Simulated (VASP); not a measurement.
# Pb (Fm-3m) in VASP: a series of runs

The runs below take Pb through single point, with LDA, PBEsol.

All numbers are computed with VASP 6.6.1; they aren't measurements. Logs are shortened: lines on timing, memory, paths and dates and some standing lists are left out, and cuts for length are marked.

### Step 1. The cell of the first run

Symmetry: Fm-3m, No. 225, cubic system. Conventional cell: a = 4.674 Å, b = 4.674 Å, c = 4.674 Å, α = 90.00°, β = 90.00°, γ = 90.00°. Within 4.3 Å of Pb (site symmetry m-3m) lie 12 Pb at 3.31 Å.

### Step 2. Single point, LDA

File INCAR:

```
SYSTEM = Pb
PREC = Accurate
ENCUT = 520
EDIFF = 1E-6
ISMEAR = -1
SIGMA = 0.01
LREAL = .False.
LASPH = .True.
NELM = 60
ALGO = Normal
ISIF = 2
LWAVE = .False.
LCHARG = .False.
NBANDS = 13
```

File KPOINTS:

```
regular mesh
0
Gamma
  15 15 15
  0 0 0
```

File POSCAR:

```
Pb
1.0
    0.0000000000      2.3372365409      2.3372365409
    2.3372365409      0.0000000000      2.3372365409
    2.3372365409      2.3372365409      0.0000000000
Pb
1
Direct
    0.0000000000      0.0000000000      0.0000000000
```

Potentials or basis: VASP PAW LDA potentials, release 64 (Pb_d).

Launch:

```
> cat potpaw_LDA.64/Pb_d/POTCAR > POTCAR
> mpirun -np 1 vasp_std > vasp.out
```

OUTCAR:

```text
SYSTEM = Pb
   PREC = Accurate
   ENCUT = 520
   EDIFF = 1E-6
   ISMEAR = -1
   LREAL = .False.
   LASPH = .True.
   NELM = 60
   ISIF = 2

 ion  position               nearest neighbor table
   1  0.000  0.000  0.000-

  LATTYP: Found a face centered cubic cell.
 ALAT       =     4.6744730818

  Lattice vectors:

 A1 = (   0.0000000000,   2.3372365409,   2.3372365409)
 A2 = (   2.3372365409,   0.0000000000,   2.3372365409)
 A3 = (   2.3372365409,   2.3372365409,   0.0000000000)

Analysis of symmetry for initial positions (statically):
=====================================================================
 Subroutine PRICEL returns:
 Original cell was already a primitive cell.

 Routine SETGRP: Setting up the symmetry group for a
 face centered cubic supercell.

 Subroutine GETGRP returns: Found 48 space group operations
 (whereof 48 operations were pure point group operations)
 out of a pool of 48 trial point group operations.

The static configuration has the point symmetry O_h .

Analysis of symmetry for dynamics (positions and initial velocities):
=====================================================================
 Subroutine PRICEL returns:
 Original cell was already a primitive cell.

 Routine SETGRP: Setting up the symmetry group for a
 face centered cubic supercell.

 Subroutine GETGRP returns: Found 48 space group operations
 (whereof 48 operations were pure point group operations)
 out of a pool of 48 trial point group operations.

The dynamic configuration has the point symmetry O_h .

 Subroutine INISYM returns: Found 48 space group operations
 (whereof 48 operations are pure point group operations),
 and found     1 'primitive' translations

----------------------------------------------------------------------------------------

                                     Primitive cell

  volume of cell :      25.5351

  direct lattice vectors                    reciprocal lattice vectors
     0.000000000  2.337236541  2.337236541    -0.213927855  0.213927855  0.213927855
     2.337236541  0.000000000  2.337236541     0.213927855 -0.213927855  0.213927855
     2.337236541  2.337236541  0.000000000     0.213927855  0.213927855 -0.213927855

  length of vectors
     3.305351615  3.305351615  3.305351615     0.370533914  0.370533914  0.370533914

  position of ions in fractional coordinates (direct lattice)
     0.000000000  0.000000000  0.000000000

  ion indices of the primitive-cell ions
   primitive index   ion index
                 1           1

----------------------------------------------------------------------------------------

 KPOINTS: regular mesh

Automatic generation of k-mesh.
 Grid dimensions read from file:
 generate k-points for:   15   15   15

 Generating k-lattice:

  Cartesian coordinates                     Fractional coordinates (reciprocal lattice)
    -0.014261857  0.014261857  0.014261857     0.066666667  0.000000000  0.000000000
     0.014261857 -0.014261857  0.014261857     0.000000000  0.066666667  0.000000000
     0.014261857  0.014261857 -0.014261857     0.000000000  0.000000000  0.066666667

  Length of vectors
     0.024702261  0.024702261  0.024702261

  Shift w.r.t. Gamma in fractional coordinates (k-lattice)
     0.000000000  0.000000000  0.000000000

 Subroutine IBZKPT returns following result:
 ===========================================

 Found    120 irreducible k-points:

 Following reciprocal coordinates:
            Coordinates               Weight
  0.000000  0.000000  0.000000      1.000000
  0.066667  0.000000  0.000000      8.000000
  0.133333  0.000000  0.000000      8.000000
  0.200000  0.000000  0.000000      8.000000
  0.266667  0.000000  0.000000      8.000000
  0.333333  0.000000  0.000000      8.000000
[... 16 lines left out ...]
  0.133333  0.133333  0.000000      6.000000
  0.200000  0.133333  0.000000     24.000000
 [... further k-points ...]
   k-points           NKPTS =    120   k-points in BZ     NKDIM =    120   number of bands    NBANDS=     13
   number of dos      NEDOS =    301   number of ions     NIONS =      1
   total plane-waves  NPLWV =  21952
   dimension x,y,z NGX =    28 NGY =   28 NGZ =   28
   dimension x,y,z NGXF=    56 NGYF=   56 NGZF=   56
   ions per type =               1
   NGX,Y,Z   is equivalent  to a cutoff of  14.08, 14.08, 14.08 a.u.
   NGXF,Y,Z  is equivalent  to a cutoff of  28.17, 28.17, 28.17 a.u.
 SYSTEM =  Pb
   PREC   = accura    normal or accurate (medium, high low for compatibility)
   ISTART =      0    job   : 0-new  1-cont  2-samecut
   ICHARG =      2    charge: 1-file 2-atom 10-const
   ISPIN  =      1    spin polarized calculation?
   LNONCOLLINEAR =      F non collinear calculations
   LSORBIT =      F    spin-orbit coupling
   LASPH  =      T    aspherical Exc in radial PAW
   ENCUT  =  520.0 eV  38.22 Ry    6.18 a.u.   6.15  6.15  6.15*2*pi/ulx,y,z
   NELM   =     60;   NELMIN=  2; NELMDL= -5     # of ELM steps
   EDIFF  = 0.1E-05   stopping-criterion for ELM
   LREAL  =      F    real-space projection
   EDIFFG = 0.1E-04   stopping-criterion for IOM
   NSW    =      0    number of steps for IOM
   IBRION =     -1    ionic relax: 0-MD 1-quasi-New 2-CG
   NFREE  =      0    steps in history (QN), initial steepest desc. (CG)
   ISIF   =      2    stress and relaxation
   ISYM   =      2    0-nonsym 1-usesym 2-fastsym
   POTIM  = 0.5000    time-step for ionic-motion
   TEBEG  =    0.0;   TEEND  =   0.0 temperature during run
   PSTRESS=    0.0 pullay stress
   NELECT =      14.0000    total number of electrons
   NUPDOWN=      -1.0000    fix difference up-down
   EMIN   =  10.00;   EMAX   =-10.00  energy-range for DOS
   EFERMI =   0.00;   METHOD = LEGACY
   ISMEAR =    -1;   SIGMA  =   0.01  broadening in eV -4-tet -1-fermi 0-gaus
   EFERMI_NEDOS =   21; number of points for ismear=-14 and -15
   IALGO  =     38    algorithm
   IMIX   =      4    mixing-type and parameters
     AMIX     =   0.40;   BMIX     =  1.00
     AMIX_MAG =   1.60;   BMIX_MAG =  1.00
  volume/ion in A,a.u.               =      25.54       172.32
  Fermi-wavevector in a.u.,A,eV,Ry     =   1.339897  2.532039 24.426876  1.795325
  Thomas-Fermi vector in A             =   2.468253
   LORBIT       =      0    0 simple, 1 ext, 2 COOP (PROOUT), +10 PAW based schemes
   GGA     = CA    functional components
   LHFCALC =     F    Hartree Fock is set to
   AEXX    =    0.0000 exact exchange contribution
   IVDW    =     0    specifies the selected vdW correction
   LEPSILON=     F    determine dielectric tensor
   LRPA    =     F    only Hartree local field effects (RPA)
 non-spin polarized calculation
  energy-cutoff  :      520.00
  volume of cell :       25.54
 maximum number of plane-waves:       701
 NGX is ok and might be reduce to    28
   NGX = 13   NGY = 13   NGZ = 13

 number of electron      13.9999999 magnetization

 Free energy of the ion-electron system (eV)
  ---------------------------------------------------
  ext. energy  EPLUGINS =         0.00000000
  ---------------------------------------------------
  free energy    TOTEN  =        -4.16181161 eV

  energy without entropy =       -4.16146339  energy(sigma->0) =       -4.16163750

 E-fermi :   9.2623     XC(G=0): -11.3033

 val. band max:        9.2538470614   @ k =  -0.2000   0.2000   0.0667
 cond. band min:       9.2651290489   @ k =  -0.2000   0.3333   0.1333
 fundamental gap:      0.0112819876
 Fermi energy:         9.2623449940

 k-point     1 :       0.0000    0.0000    0.0000
  band No.  band energies     occupation
      1      -8.0775      2.00000
      2      -8.0775      2.00000
      3      -8.0775      2.00000
      4      -7.8398      2.00000
      5      -7.8398      2.00000
      6      -3.9454      2.00000
      7      17.8820      0.00000
      8      17.8820      0.00000
      9      17.8820      0.00000
     10      18.9786      0.00000
     11      22.7950      0.00000
     12      23.0151      0.00000
     13      23.0151      0.00000

 k-point     2 :       0.0667    0.0000    0.0000
  band No.  band energies     occupation
      1      -8.0788      2.00000
      2      -8.0668      2.00000
      3      -8.0668      2.00000
      4      -7.8409      2.00000
      5      -7.8409      2.00000
      6      -3.8438      2.00000
      7      16.6576      0.00000
      8      17.7607      0.00000
      9      17.7607      0.00000
     10      18.8968      0.00000
     11      22.9699      0.00000
     12      23.2157      0.00000
     13      23.2157      0.00000

 k-point     3 :       0.1333    0.0000    0.0000
  band No.  band energies     occupation
      1      -8.0843      2.00000
      2      -8.0414      2.00000
      3      -8.0414      2.00000
      4      -7.8393      2.00000
      5      -7.8393      2.00000
      6      -3.5366      2.00000
      7      14.3505      0.00000
      8      17.4405      0.00000
      9      17.4405      0.00000
     10      18.8467      0.00000
     11      22.8795      0.00000
     12      23.6894      0.00000
     13      23.6896      0.00000

 k-point     4 :       0.2000    0.0000    0.0000
  band No.  band energies     occupation
      1      -8.0968      2.00000
      2      -8.0207      2.00000
      3      -8.0207      2.00000
      4      -7.8193      2.00000
      5      -7.8193      2.00000
      6      -3.0194      2.00000
      7      11.9316      0.00000
      8      17.0105      0.00000
      9      17.0105      0.00000
     10      18.7966      0.00000
     11      22.1543      0.00000
     12      23.0859      0.00000
     13      23.0859      0.00000

 k-point     5 :       0.2667    0.0000    0.0000
  band No.  band energies     occupation
      1      -8.1164      2.00000
      2      -8.0208      2.00000
      3      -8.0208      2.00000
      4      -7.7711      2.00000
      5      -7.7711      2.00000
      6      -2.2932      2.00000
      7       9.6105      0.00000
      8      16.5536      0.00000
      9      16.5536      0.00000
     10      18.7277      0.00000
     11      21.4220      0.00000
     12      22.4499      0.00000
     13      22.4499      0.00000
[... 257 lines left out ...]
 k-point    22 :      -0.0667    0.0667    0.0000
  band No.  band energies     occupation
      1      -8.0849      2.00000
      2      -8.0537      2.00000
      3      -8.0438      2.00000
      4      -7.8537      2.00000
      5      -7.8304      2.00000
      6      -3.6737      2.00000
      7      15.6804      0.00000
      8      16.4587      0.00000
      9      18.0679      0.00000
     10      19.0643      0.00000
     11      22.6118      0.00000
     12      23.0788      0.00000
     13      23.6829      0.00000

 k-point    23 :       0.1333    0.1333    0.0000
  band No.  band energies     occupation
      1      -8.1255      2.00000
      2      -7.9990      2.00000
      3      -7.9990      2.00000
      4      -7.8928      2.00000
      5      -7.8067      2.00000
      6      -3.4014      2.00000
      7      15.7046      0.00000
      8      15.9646      0.00000
      9      15.9646      0.00000
     10      18.1801      0.00000
     11      20.6739      0.00000
     12      24.7083      0.00000
     13      24.8422      0.00000

 k-point    24 :       0.2000    0.1333    0.0000
  band No.  band energies     occupation
      1      -8.1420      2.00000
      2      -7.9697      2.00000
      3      -7.9635      2.00000
      4      -7.9101      2.00000
      5      -7.7853      2.00000
      6      -3.0237      2.00000
      7      13.6261      0.00000
      8      15.3285      0.00000
      9      15.9386      0.00000
     10      18.3733      0.00000
     11      19.6532      0.00000
     12      24.5366      0.00000
     13      25.1603      0.00000

 [... further k-points ...]

------------------------ aborting loop because EDIFF is reached ----------------------------------------

  FORCE on cell =-STRESS in cart. coord.  units (eV):
  Direction    XX          YY          ZZ          XY          YZ          ZX
  --------------------------------------------------------------------------------------
  -------------------------------------------------------------------------------------
  Total        1.5056249      1.5056249      1.5056249      0.0000000     -0.0000000      0.0000000
  in kB       94.4690149     94.4690149     94.4690149      0.0000000     -0.0000000      0.0000000
  external PRESSURE =      94.4690149 kB  Pullay stress =       0.0000000 kB

 VOLUME and BASIS-vectors are now :
 -----------------------------------------------------------------------------
  energy-cutoff  :      520.00
  volume of cell :       25.54
      direct lattice vectors                 reciprocal lattice vectors
     0.000000000  2.337236541  2.337236541    -0.213927855  0.213927855  0.213927855
     2.337236541  0.000000000  2.337236541     0.213927855 -0.213927855  0.213927855
     2.337236541  2.337236541  0.000000000     0.213927855  0.213927855 -0.213927855

 POSITION                                       TOTAL-FORCE (eV/Angst)
 -----------------------------------------------------------------------------------
      0.00000      0.00000      0.00000         0.000000      0.000000      0.000000
 -----------------------------------------------------------------------------------
    total drift:                               -0.000000     -0.000000     -0.000000

  FREE ENERGIE OF THE ION-ELECTRON SYSTEM (eV)
  ---------------------------------------------------
  free  energy   TOTEN  =        -4.1618116063 eV

  energy  without entropy=       -4.1614633927  energy(sigma->0) =       -4.16163750
```

Wall time 49 s (1 thread of Intel Xeon 8259CL, shared host); peak memory 0.16 GiB.

Results:

* Free energy: -4.1618 eV
* Pressure: 9.4 GPa
* Band gap on the k mesh: zero (bands 7 and 8 overlap by 10.68 eV)

Caveat: the cell stands under pressure; spin-orbit coupling is left out, which moves the levels of the heavy elements.

### Step 3. Single point, PBEsol (28.54 Å³/atom)

This run uses another cell than the first one, of 28.54 Å³/atom.

File INCAR:

```
SYSTEM = Pb
ALGO = Normal
EDIFF = 1E-6
ENCUT = 520
GGA = PS
ISIF = 2
ISMEAR = -1
LASPH = .True.
LCHARG = .False.
LREAL = .False.
LWAVE = .False.
NBANDS = 13
NELM = 60
PREC = Accurate
SIGMA = 0.1
```

File KPOINTS:

```
k-points
0
Gamma
  15 15 15
  0 0 0
```

File POSCAR:

```
Pb
1.0
    0.0000000000      2.4255164669      2.4255164669
    2.4255164669      0.0000000000      2.4255164669
    2.4255164669      2.4255164669      0.0000000000
Pb
1
Direct
    0.0000000000      0.0000000000      0.0000000000
```

Potentials or basis: VASP PAW PBE potentials, release 64 (Pb_d).

Launch:

```
> cat potpaw_PBE.64/Pb_d/POTCAR > POTCAR
> mpirun -np 1 vasp_std > vasp.out
```

Wall time 51 s (1 thread of Intel Xeon 8259CL, shared host); peak memory 0.18 GiB.

It converged, with:

- Free energy: -3.9966 eV
- Pressure: 2.6 GPa
- Band gap on the k mesh: zero (bands 7 and 8 overlap by 9.58 eV)

Levels at points of the mesh, in eV from the Fermi level:
| k point | band 5 | band 6 | band 7 | band 8 | band 9 | band 10 |
| --- | --- | --- | --- | --- | --- | --- |
| (0.00, 0.00, 0.00) | -16.89 | -12.22 | 7.87 | 7.87 | 7.87 | 9.77 |

Caveat: the PAW data sets were made with another functional, which shifts forces and pressure a little; spin-orbit coupling is left out, which moves the levels of the heavy elements.

### Step 4. Single point, PBEsol

This run uses another cell than the first one, of 30.04 Å³/atom.

File INCAR:

```
  ALGO = Normal
  EDIFF = 1E-6
  ENCUT = 520
  GGA = PS
  ISIF = 2
  ISMEAR = -1
  LASPH = T
  LCHARG = T
  LELF = T
  LREAL = F
  LVHAR = T
  LWAVE = F
  NBANDS = 13
  NELM = 80
  PREC = Accurate
  SIGMA = 0.1
```

File KPOINTS:

```
k-points
0
Gamma
  15 15 15
```

File POSCAR:

```
Pb
1.0
    0.0000000000      2.4673439361      2.4673439361
    2.4673439361      0.0000000000      2.4673439361
    2.4673439361      2.4673439361      0.0000000000
Pb
1
Direct
    0.0000000000      0.0000000000      0.0000000000
```

Launch:

```
> cat potpaw_PBE.64/Pb_d/POTCAR > POTCAR
> mpirun -np 1 vasp_std > vasp.out
```

It took 57 s on 1 thread of Intel Xeon 8259CL, shared host; peak memory 0.19 GiB.

It converged, with:

| Item | Value |
| --- | --- |
| Free energy | -4.0088 eV |
| Pressure | -0.1 GPa |
| Band gap on the k mesh | zero (bands 7 and 8 overlap by 9.06 eV) |

Levels at points of the mesh, in eV from the Fermi level:
| k point | band 4 | band 5 | band 6 | band 7 | band 8 | band 9 | band 10 | band 11 |
| --- | --- | --- | --- | --- | --- | --- | --- | --- |
| (0.00, 0.00, 0.00) | -16.85 | -16.85 | -11.83 | 7.49 | 7.49 | 7.49 | 9.77 | 11.44 |

Caveat: the PAW data sets were made with another functional, which shifts forces and pressure a little; spin-orbit coupling is left out, which moves the levels of the heavy elements.

### Step 5. The runs side by side

| level | potentials or basis | cell | smearing | gap on the mesh (eV) | pressure (GPa) |
| --- | --- | --- | --- | --- | --- |
| LDA | VASP PAW LDA potentials, release 64 (Pb_d) | a = 3.305 Å, angles 60.0°, 1 atom | fermi-dirac 0.01 eV | none | 9.4 |
| PBEsol | VASP PAW PBE potentials, release 64 (Pb_d) | a = 3.430 Å, angles 60.0°, 1 atom | fermi-dirac 0.1 eV | none | 2.6 |
| PBEsol | VASP PAW PBE potentials, release 64 (Pb_d) | a = 3.489 Å, angles 60.0°, 1 atom | fermi-dirac 0.1 eV | none | -0.1 |

Alike in all rows: task single point; no spin polarisation; k mesh 15 × 15 × 15; cutoff (eV) 520.

Caveats: spin-orbit coupling is left out, which moves the levels of the heavy elements; the PAW data sets were made with another functional, which shifts forces and pressure a little (at least some runs); the cell stands under pressure (at least some runs).

Total energies depend on the potentials used, so only differences within one code and one set of settings carry meaning.
